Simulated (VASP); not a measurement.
Be:

```
CELL_PARAMETERS angstrom
-1.40625 1.40625 1.40625
1.40625 -1.40625 1.40625
1.40625 1.40625 -1.40625
ATOMIC_POSITIONS crystal
Be 0.00000 0.00000 0.00000
```

- Program: VASP 6.6.1
- Task: relaxation of cell and atoms
- Functional: PBE
- Potentials or basis: VASP PAW PBE potentials, release 64 (Be)
- Cutoff: 600 eV
- k mesh: 20 × 20 × 20
- Occupations: fermi-dirac, width 0.05 eV
- Spin: no spin polarisation

At the start: pressure -23.3 GPa; volume 11.12 Å³/atom.

Where does the relaxation end?

Over 18 steps the energy falls by 313.2 meV/atom and the volume is 7.82 Å³/atom (-29.7 %); space group Im-3m (No. 229, to 0.05 Å).

The path:
```
step  energy change (eV)  largest force (eV/Å)  pressure (GPa)  volume (Å³)
   1              0.0000                0.0000          -23.28        11.12
   2             -0.2792                0.0000          -11.19         8.72
   3             -0.3125                0.0000           -1.77         7.94
   4             -0.3132                0.0000            0.18         7.81
   5             -0.3131                0.0000           -0.74         7.87
   6             -0.3131                0.0000           -0.72         7.87
   7             -0.3131                0.0000           -0.68         7.87
   8             -0.3131                0.0000           -0.68         7.87
   9             -0.3131                0.0000           -0.68         7.87
  10             -0.3131                0.0000           -0.67         7.87
  11             -0.3131                0.0000           -0.66         7.87
  12             -0.3131                0.0000           -0.65         7.87
  13             -0.3131                0.0000           -0.62         7.86
  14             -0.3131                0.0000           -0.56         7.86
  15             -0.3131                0.0000           -0.44         7.85
  16             -0.3132                0.0000           -0.20         7.84
  17             -0.3132                0.0000            0.28         7.81
  18             -0.3132                0.0000            0.00         7.82
```

Final structure:
```
Be
1.0
    -1.25062    1.25062    1.25062
     1.25062   -1.25062    1.25062
     1.25062    1.25062   -1.25062
Be
1
Direct
  0.00000 0.00000 0.00000
```

Caveat: the volume moved by over 15 % at a fixed basis, so the end points are rough.
